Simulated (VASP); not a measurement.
Ta3P4:

```
Ta P
1.0
     3.60624    0.00000    0.00000
     0.00000    3.60624    0.00000
     0.00000    0.00000   10.20000
Ta P
3 4
Direct
  0.00000 0.00000 0.75000
  0.50000 0.50000 0.50000
  0.00000 0.00000 0.25000
  0.00000 0.00000 0.50000
  0.50000 0.50000 0.25000
  0.00000 0.00000 0.00000
  0.50000 0.50000 0.75000
```

This cell differs from its parent crystal: atoms taken out.

| Property | Result |
| --- | --- |
| Program | VASP 6.6.1 |
| Task | relaxation of cell and atoms |
| Functional | PBE |
| Potentials or basis | VASP PAW PBE potentials, release 64 (Ta_pv, P) |
| Cutoff | 600 eV |
| k mesh | 6 × 6 × 2 |
| Occupations | gaussian, width 0.1 eV |
| Spin | no spin polarisation |

At the start: pressure -6.3 GPa; volume 18.95 Å³/atom.

**Question.** Where does the relaxation end?

**Answer.** Over 16 steps the energy falls by 46.8 meV/atom and the volume is 17.79 Å³/atom (-6.1 %); space group P4/mmm (No. 123, to 0.1 Å) before and after.

The path:
```
step  energy change (eV)  largest force (eV/Å)  pressure (GPa)  volume (Å³)
   1              0.0000                0.6304           -6.26       132.65
   2              0.0377                1.2912           10.77       118.93
   3             -0.1574                0.9336            0.91       125.91
   4             -0.2480                0.5843            0.72       125.48
   5             -0.3110                0.2426            0.93       124.51
   6             -0.3141                0.0995            0.82       124.69
   7             -0.3112                0.1401           -1.59       126.62
   8             -0.3220                0.1175           -0.34       125.58
   9             -0.3237                0.1119            0.25       125.01
  10             -0.3237                0.1120            0.25       125.03
  11             -0.3252                0.0714            0.17       124.98
  12             -0.3269                0.0555            0.01       124.88
  13             -0.3269                0.0530           -0.04       124.85
  14             -0.3269                0.0520           -0.05       124.85
  15             -0.3272                0.0420            0.01       124.76
  16             -0.3275                0.0174            0.18       124.54
```

Final structure:
```yaml
crystal:
  lattice:
    - [3.55341, 0.00000, 0.00000]
    - [0.00000, 3.55341, 0.00000]
    - [0.00000, 0.00000, 9.86282]
  atoms:
    - { symbol: Ta, position: [0.00000, 0.00000, 0.75596] }
    - { symbol: Ta, position: [0.50000, 0.50000, 0.50000] }
    - { symbol: Ta, position: [0.00000, 0.00000, 0.24404] }
    - { symbol: P, position: [0.00000, 0.00000, 0.50000] }
    - { symbol: P, position: [0.50000, 0.50000, 0.23266] }
    - { symbol: P, position: [0.00000, 0.00000, 0.00000] }
    - { symbol: P, position: [0.50000, 0.50000, 0.76734] }
```

Caveat: the cell differs from its parent crystal (atoms taken out).
